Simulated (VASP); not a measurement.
Set up this calculation in VASP 6.6.1, as the native input.

```yaml
Task: single point
Functional: PBE
Potentials_or_basis: VASP PAW PBE potentials, release 64 (Tl_d, Pt)
Cutoff: 520 eV
k_mesh: 6 × 6 × 6
Occupations: fermi-dirac, width 0.05 eV
Spin: no spin polarisation
Dipole_correction: no
Further_INCAR_settings: ALGO = Fast; EDIFF = 1e-07; NBANDS = 44
```

The structure of TlPt lies in POSCAR:

```
TlPt
1.0
    5.6421202871      0.0000000000      0.0000000000
   -2.8210601435      4.8862194998      0.0000000000
    0.0000000000      0.0000000000      4.6697227496
Tl Pt
3 3
Direct
    0.0000000000      0.5000000000      0.0000000000
    0.5000000000      0.5000000000      0.0000000000
    0.5000000000      0.0000000000      0.0000000000
    0.6666666667      0.3333333333      0.5000000000
    0.3333333333      0.6666666667      0.5000000000
    0.0000000000      0.0000000000      0.0000000000
```

One way to write it, as run:

INCAR

```
SYSTEM = TlPt
  ALGO = Fast
  EDIFF = 1E-7
  ENCUT = 520
  GGA = PE
  ISIF = 2
  ISMEAR = -1
  LASPH = .TRUE.
  LCHARG = .FALSE.
  LREAL = .FALSE.
  LWAVE = .FALSE.
  NBANDS = 44
  NELM = 100
  PREC = Accurate
  SIGMA = 0.05
```

KPOINTS

```
k-points
0
G
  6 6 6
  0 0 0
```

Potentials or basis: VASP PAW PBE potentials, release 64 (Tl_d, Pt).

Launch:

```bash
$ cat potpaw_PBE.64/Tl_d/POTCAR potpaw_PBE.64/Pt/POTCAR > POTCAR
$ mpirun -np 1 vasp_std > vasp.out
```

Results of the run:

The pressure is 10.5 GPa.

Run time: 2 min on 1 thread of Intel(R) Xeon(R) Platinum 8488C (Sapphire Rapids), on a shared host, peak memory 0.31 GiB.
